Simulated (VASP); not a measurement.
Input of a VASP 6.6.1 run:

File INCAR:

```
PREC = Accurate
ENCUT = 600
EDIFF = 1E-6
ISMEAR = -1
SIGMA = 0.03
LREAL = False
LASPH = True
NELM = 200
ALGO = Normal
ISIF = 2
LWAVE = False
LCHARG = True
LNONCOLLINEAR = True
MAGMOM = 1.954 0.488 -2.614 2.817 -2.622 -0.632 0 0 0 0 0 0
LORBIT = 11
LMAXMIX = 4
GGA = PE
LVHAR = True
NBANDS = 45
ISYM = -1
GGA_COMPAT = False
```

Contents of KPOINTS:

```
Automatic mesh
0
Gamma
  1 1 1
```

The input POSCAR:

```
CoNiO2
1.0
    4.2064000000      2.1032000000      2.1032000000
    2.1032000000      4.2064000000      2.1032000000
    2.1032000000      2.1032000000      4.2064000000
Co Ni O
1 1 2
Direct
    0.0000000000      0.0000000000      0.0000000000
    0.5000000000      0.5000000000      0.5000000000
    0.2500000000      0.2500000000      0.2500000000
    0.7500000000      0.7500000000      0.7500000000
```

Potentials or basis: VASP PAW PBE potentials, release 64 (Co, Ni, O).

Command:

```console
$ cat potpaw_PBE.64/Co/POTCAR potpaw_PBE.64/Ni/POTCAR potpaw_PBE.64/O/POTCAR > POTCAR
$ mpirun -np 1 vasp_ncl > vasp.out
```

Question: What does it give for the pressure?

Answer: -18.0 GPa.

Question: Predict the band gap on the k mesh.

Answer: 0.85 eV.

Moments on the atoms (μB; x, y, z):
```
Co   0.47  0.39 -0.89
Ni  -0.05 -0.04  0.09
O    0.00  0.00 -0.01
O    0.00  0.00 -0.01
```

Caveat: the k points lie up to 2.48 Å⁻¹ apart; forces of over 1 eV/Å act on the atoms, so gaps and moduli don't describe the material at rest. A k mesh can miss the band edges.
